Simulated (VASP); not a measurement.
# Ga3Se (Pm-3m) in VASP: notebook

Ga3Se is run at these levels: PBE; tasks: single point.

Program: VASP 6.6.1. These are calculated values, not measurements. Logs are shortened: lines on timing, memory, paths and dates and some standing lists are left out, and cuts for length are marked.

## Step 1: The cell of the first run

The structure is cubic, space group Pm-3m (No. 221). Conventional cell: a = 4.432 Å, b = 4.432 Å, c = 4.432 Å, α = 90.00°, β = 90.00°, γ = 90.00°. Within 4.1 Å of Ga (site symmetry 4/mmm) lie 8 Ga at 3.13 Å and 4 Se at 3.13 Å. Se (site symmetry m-3m) has 12 Ga at 3.13 Å within 4.1 Å.

## Step 2: Single point, PBE

INCAR

```
SYSTEM = Ga3Se
ALGO = Normal
EDIFF = 1E-6
ENCUT = 520
GGA = PE
ISIF = 2
ISMEAR = -1
LASPH = .True.
LCHARG = .False.
LREAL = .False.
LWAVE = .False.
NBANDS = 30
NELM = 100
PREC = Accurate
SIGMA = 0.1
```

KPOINTS

```
k-points
0
Gamma
  5 5 5
  0 0 0
```

POSCAR

```
Ga3Se
1.0
    4.4324650000      0.0000000000      0.0000000000
    0.0000000000      4.4324650000      0.0000000000
    0.0000000000      0.0000000000      4.4324650000
Ga Se
3 1
Direct
    0.0000000000      0.5000000000      0.5000000000
    0.5000000000      0.0000000000      0.5000000000
    0.5000000000      0.5000000000      0.0000000000
    0.0000000000      0.0000000000      0.0000000000
```

Potentials or basis: VASP PAW PBE potentials, release 64 (Ga_d, Se).

Started as:

```
$ cat potpaw_PBE.64/Ga_d/POTCAR potpaw_PBE.64/Se/POTCAR > POTCAR
$ mpirun -np 1 vasp_std > vasp.out
```

OUTCAR:

```text
SYSTEM = Ga3Se
   EDIFF = 1E-6
   ENCUT = 520
   GGA = PE
   ISIF = 2
   ISMEAR = -1
   LASPH = .True.
   LREAL = .False.
   NELM = 100
   PREC = Accurate

 ion  position               nearest neighbor table
   1  0.000  0.500  0.500-
   2  0.500  0.000  0.500-
   3  0.500  0.500  0.000-
   4  0.000  0.000  0.000-

  LATTYP: Found a simple cubic cell.
 ALAT       =     4.4324650000

  Lattice vectors:

 A1 = (   4.4324650000,   0.0000000000,   0.0000000000)
 A2 = (   0.0000000000,   4.4324650000,   0.0000000000)
 A3 = (   0.0000000000,   0.0000000000,   4.4324650000)

Analysis of symmetry for initial positions (statically):
=====================================================================
 Subroutine PRICEL returns:
 Original cell was already a primitive cell.

 Routine SETGRP: Setting up the symmetry group for a
 simple cubic supercell.

 Subroutine GETGRP returns: Found 48 space group operations
 (whereof 48 operations were pure point group operations)
 out of a pool of 48 trial point group operations.

The static configuration has the point symmetry O_h .

Analysis of symmetry for dynamics (positions and initial velocities):
=====================================================================
 Subroutine PRICEL returns:
 Original cell was already a primitive cell.

 Routine SETGRP: Setting up the symmetry group for a
 simple cubic supercell.

 Subroutine GETGRP returns: Found 48 space group operations
 (whereof 48 operations were pure point group operations)
 out of a pool of 48 trial point group operations.

The dynamic configuration has the point symmetry O_h .

 Subroutine INISYM returns: Found 48 space group operations
 (whereof 48 operations are pure point group operations),
 and found     1 'primitive' translations

----------------------------------------------------------------------------------------

                                     Primitive cell

  volume of cell :      87.0835

  direct lattice vectors                    reciprocal lattice vectors
     4.432465000  0.000000000  0.000000000     0.225608098  0.000000000  0.000000000
     0.000000000  4.432465000  0.000000000     0.000000000  0.225608098  0.000000000
     0.000000000  0.000000000  4.432465000     0.000000000  0.000000000  0.225608098

  length of vectors
     4.432465000  4.432465000  4.432465000     0.225608098  0.225608098  0.225608098

  position of ions in fractional coordinates (direct lattice)
     0.000000000  0.500000000  0.500000000
     0.500000000  0.000000000  0.500000000
     0.500000000  0.500000000  0.000000000
     0.000000000  0.000000000  0.000000000

  ion indices of the primitive-cell ions
   primitive index   ion index
                 1           1
                 2           2
                 3           3
                 4           4

----------------------------------------------------------------------------------------

 KPOINTS: k-points

Automatic generation of k-mesh.
 Grid dimensions read from file:
 generate k-points for:    5    5    5

 Generating k-lattice:

  Cartesian coordinates                     Fractional coordinates (reciprocal lattice)
     0.045121620  0.000000000  0.000000000     0.200000000  0.000000000  0.000000000
     0.000000000  0.045121620  0.000000000     0.000000000  0.200000000  0.000000000
     0.000000000  0.000000000  0.045121620     0.000000000  0.000000000  0.200000000

  Length of vectors
     0.045121620  0.045121620  0.045121620

  Shift w.r.t. Gamma in fractional coordinates (k-lattice)
     0.000000000  0.000000000  0.000000000

 Subroutine IBZKPT returns following result:
 ===========================================

 Found     10 irreducible k-points:

 Following reciprocal coordinates:
            Coordinates               Weight
  0.000000  0.000000  0.000000      1.000000
  0.200000  0.000000  0.000000      6.000000
  0.400000  0.000000  0.000000      6.000000
  0.200000  0.200000  0.000000     12.000000
  0.400000  0.200000  0.000000     24.000000
  0.400000  0.400000  0.000000     12.000000
  0.200000  0.200000  0.200000      8.000000
  0.400000  0.200000  0.200000     24.000000
  0.400000  0.400000  0.200000     24.000000
  0.400000  0.400000  0.400000      8.000000
   k-points           NKPTS =     10   k-points in BZ     NKDIM =     10   number of bands    NBANDS=     30
   number of dos      NEDOS =    301   number of ions     NIONS =      4
   total plane-waves  NPLWV =  46656
   dimension x,y,z NGX =    36 NGY =   36 NGZ =   36
   dimension x,y,z NGXF=    72 NGYF=   72 NGZF=   72
   ions per type =               3   1
   NGX,Y,Z   is equivalent  to a cutoff of  13.50, 13.50, 13.50 a.u.
   NGXF,Y,Z  is equivalent  to a cutoff of  27.00, 27.00, 27.00 a.u.
 SYSTEM =  Ga3Se
   PREC   = accura    normal or accurate (medium, high low for compatibility)
   ISTART =      0    job   : 0-new  1-cont  2-samecut
   ICHARG =      2    charge: 1-file 2-atom 10-const
   ISPIN  =      1    spin polarized calculation?
   LNONCOLLINEAR =      F non collinear calculations
   LSORBIT =      F    spin-orbit coupling
   LASPH  =      T    aspherical Exc in radial PAW
   ENCUT  =  520.0 eV  38.22 Ry    6.18 a.u.   8.24  8.24  8.24*2*pi/ulx,y,z
   NELM   =    100;   NELMIN=  2; NELMDL= -5     # of ELM steps
   EDIFF  = 0.1E-05   stopping-criterion for ELM
   LREAL  =      F    real-space projection
   EDIFFG = 0.1E-04   stopping-criterion for IOM
   NSW    =      0    number of steps for IOM
   IBRION =     -1    ionic relax: 0-MD 1-quasi-New 2-CG
   NFREE  =      0    steps in history (QN), initial steepest desc. (CG)
   ISIF   =      2    stress and relaxation
   ISYM   =      2    0-nonsym 1-usesym 2-fastsym
   POTIM  = 0.5000    time-step for ionic-motion
   TEBEG  =    0.0;   TEEND  =   0.0 temperature during run
   PSTRESS=    0.0 pullay stress
   NELECT =      45.0000    total number of electrons
   NUPDOWN=      -1.0000    fix difference up-down
   EMIN   =  10.00;   EMAX   =-10.00  energy-range for DOS
   EFERMI =   0.00;   METHOD = LEGACY
   ISMEAR =    -1;   SIGMA  =   0.10  broadening in eV -4-tet -1-fermi 0-gaus
   EFERMI_NEDOS =   21; number of points for ismear=-14 and -15
   IALGO  =     38    algorithm
   IMIX   =      4    mixing-type and parameters
     AMIX     =   0.40;   BMIX     =  1.00
     AMIX_MAG =   1.60;   BMIX_MAG =  1.00
  volume/ion in A,a.u.               =      21.77       146.92
  Fermi-wavevector in a.u.,A,eV,Ry     =   1.313713  2.482557 23.481488  1.725841
  Thomas-Fermi vector in A             =   2.444016
   LORBIT       =      0    0 simple, 1 ext, 2 COOP (PROOUT), +10 PAW based schemes
   GGA     = PE    functional components
   LHFCALC =     F    Hartree Fock is set to
   AEXX    =    0.0000 exact exchange contribution
   IVDW    =     0    specifies the selected vdW correction
   LEPSILON=     F    determine dielectric tensor
   LRPA    =     F    only Hartree local field effects (RPA)
 non-spin polarized calculation
  energy-cutoff  :      520.00
  volume of cell :       87.08
 maximum number of plane-waves:      2356
 NGX is ok and might be reduce to    36
   NGX = 17   NGY = 17   NGZ = 17

 number of electron      44.9999944 magnetization

 Free energy of the ion-electron system (eV)
  ---------------------------------------------------
  ext. energy  EPLUGINS =         0.00000000
  ---------------------------------------------------
  free energy    TOTEN  =       -12.38440360 eV

  energy without entropy =      -12.31294490  energy(sigma->0) =      -12.34867425

 E-fermi :   4.6175     XC(G=0): -10.2646

 val. band max:        4.6141289700   @ k =   0.4000   0.0000   0.0000
 cond. band min:       4.6651169398   @ k =   0.2000   0.2000   0.0000
 fundamental gap:      0.0509879699
 Fermi energy:         4.6175211908

 k-point     1 :       0.0000    0.0000    0.0000
  band No.  band energies     occupation
      1     -10.3936      2.00000
      2     -10.3754      2.00000
      3     -10.3754      2.00000
      4     -10.3754      2.00000
      5     -10.3293      2.00000
      6     -10.3293      2.00000
[... 22 lines left out ...]
     29      10.6490      0.00000
     30      11.7376      0.00000

 k-point     2 :       0.2000    0.0000    0.0000
  band No.  band energies     occupation
      1     -10.3710      2.00000
      2     -10.3700      2.00000
      3     -10.3563      2.00000
      4     -10.3563      2.00000
      5     -10.3265      2.00000
      6     -10.3157      2.00000
[... 22 lines left out ...]
     29      11.6238      0.00000
     30      12.0706      0.00000

 k-point     3 :       0.4000    0.0000    0.0000
  band No.  band energies     occupation
      1     -10.3630      2.00000
      2     -10.3287      2.00000
      3     -10.3093      2.00000
      4     -10.3091      2.00000
      5     -10.3091      2.00000
      6     -10.2857      2.00000
[... 22 lines left out ...]
     29      10.2262      0.00000
     30      11.1392      0.00000

 k-point     4 :       0.2000    0.2000    0.0000
  band No.  band energies     occupation
      1     -10.3590      2.00000
      2     -10.3589      2.00000
      3     -10.3450      2.00000
      4     -10.3381      2.00000
      5     -10.3186      2.00000
      6     -10.3046      2.00000
[... 22 lines left out ...]
     29      10.5445      0.00000
     30      11.2683      0.00000

 k-point     5 :       0.4000    0.2000    0.0000
  band No.  band energies     occupation
      1     -10.3463      2.00000
      2     -10.3312      2.00000
      3     -10.3122      2.00000
      4     -10.3063      2.00000
      5     -10.2955      2.00000
      6     -10.2840      2.00000
[... 22 lines left out ...]
     29       9.6341      0.00000
     30       9.7484      0.00000

 k-point     6 :       0.4000    0.4000    0.0000
  band No.  band energies     occupation
      1     -10.3295      2.00000
      2     -10.3148      2.00000
      3     -10.3140      2.00000
      4     -10.3046      2.00000
      5     -10.3002      2.00000
      6     -10.2767      2.00000
[... 22 lines left out ...]
     29       9.5984      0.00000
     30      10.9704      0.00000

 k-point     7 :       0.2000    0.2000    0.2000
  band No.  band energies     occupation
      1     -10.3645      2.00000
      2     -10.3409      2.00000
      3     -10.3409      2.00000
      4     -10.3211      2.00000
      5     -10.2984      2.00000
      6     -10.2984      2.00000
[... 22 lines left out ...]
     29       9.9920      0.00000
     30      12.1068      0.00000

 k-point     8 :       0.4000    0.2000    0.2000
  band No.  band energies     occupation
      1     -10.3527      2.00000
      2     -10.3344      2.00000
      3     -10.3185      2.00000
      4     -10.3166      2.00000
      5     -10.2851      2.00000
      6     -10.2765      2.00000
[... 22 lines left out ...]
     29       9.8521      0.00000
     30      11.6838      0.00000

 k-point     9 :       0.4000    0.4000    0.2000
  band No.  band energies     occupation
      1     -10.3774      2.00000
      2     -10.3232      2.00000
      3     -10.3181      2.00000
      4     -10.3152      2.00000
      5     -10.3006      2.00000
      6     -10.2736      2.00000
[... 22 lines left out ...]
     29      10.7290      0.00000
     30      11.2784      0.00000

 k-point    10 :       0.4000    0.4000    0.4000
  band No.  band energies     occupation
      1     -10.4270      2.00000
      2     -10.3254      2.00000
      3     -10.3200      2.00000
      4     -10.3200      2.00000
      5     -10.3074      2.00000
      6     -10.3074      2.00000
[... 22 lines left out ...]
     29      12.4233      0.00000
     30      12.8674      0.00000

------------------------ aborting loop because EDIFF is reached ----------------------------------------

  FORCE on cell =-STRESS in cart. coord.  units (eV):
  Direction    XX          YY          ZZ          XY          YZ          ZX
  --------------------------------------------------------------------------------------
  -------------------------------------------------------------------------------------
  Total       -0.1002208     -0.1002208     -0.1002208      0.0000000      0.0000000      0.0000000
  in kB       -1.8438798     -1.8438798     -1.8438798      0.0000000      0.0000000      0.0000000
  external PRESSURE =      -1.8438798 kB  Pullay stress =       0.0000000 kB

 VOLUME and BASIS-vectors are now :
 -----------------------------------------------------------------------------
  energy-cutoff  :      520.00
  volume of cell :       87.08
      direct lattice vectors                 reciprocal lattice vectors
     4.432465000  0.000000000  0.000000000     0.225608098  0.000000000  0.000000000
     0.000000000  4.432465000  0.000000000     0.000000000  0.225608098  0.000000000
     0.000000000  0.000000000  4.432465000     0.000000000  0.000000000  0.225608098

 POSITION                                       TOTAL-FORCE (eV/Angst)
 -----------------------------------------------------------------------------------
      0.00000      2.21623      2.21623         0.000000      0.000000      0.000000
      2.21623      0.00000      2.21623         0.000000      0.000000      0.000000
      2.21623      2.21623      0.00000         0.000000      0.000000      0.000000
      0.00000      0.00000      0.00000         0.000000      0.000000      0.000000
 -----------------------------------------------------------------------------------
    total drift:                                0.000000      0.000000      0.000000

  FREE ENERGIE OF THE ION-ELECTRON SYSTEM (eV)
  ---------------------------------------------------
  free  energy   TOTEN  =       -12.3844035991 eV

  energy  without entropy=      -12.3129448997  energy(sigma->0) =      -12.34867425
```

Wall time 36 s (1 thread of AMD EPYC 7R43 (Zen 3), shared host); peak memory 0.17 GiB.

What came out:

```
Free energy : -12.3844 eV
Pressure    : -0.2 GPa
```

## Step 3: Single point, PBE

INCAR

```
PREC = Accurate ; ENCUT = 520
EDIFF = 1E-6 ; ISMEAR = -1
SIGMA = 0.1 ; LREAL = F
LASPH = T ; NELM = 100
ALGO = Normal ; ISIF = 2
LWAVE = F ; LCHARG = T
GGA = PE ; LELF = T
LVHAR = T ; NBANDS = 30
```

KPOINTS

```
regular mesh
0
Gamma
  5 5 5
```

POSCAR is that of step 2.

Potentials or basis: VASP PAW PBE potentials, release 64 (Ga_d, Se).

Started as:

```
$ cat potpaw_PBE.64/Ga_d/POTCAR potpaw_PBE.64/Se/POTCAR > POTCAR
$ mpirun -np 1 vasp_std > vasp.out
```

Wall time 46 s (1 thread of AMD EPYC 7R43 (Zen 3), shared host); peak memory 0.17 GiB.

The run converged. Its results:

| Property | Result |
| --- | --- |
| Free energy | -12.3844 eV |
| Pressure | -0.2 GPa |

Levels at points of the mesh, in eV from the Fermi level:
| k point | band 18 | band 19 | band 20 | band 21 | band 22 | band 23 | band 24 | band 25 | band 26 | band 27 |
| --- | --- | --- | --- | --- | --- | --- | --- | --- | --- | --- |
| (0.00, 0.00, 0.00) | -3.71 | -3.71 | -3.71 | -2.82 | -2.82 | 1.63 | 1.63 | 1.63 | 4.42 | 4.42 |
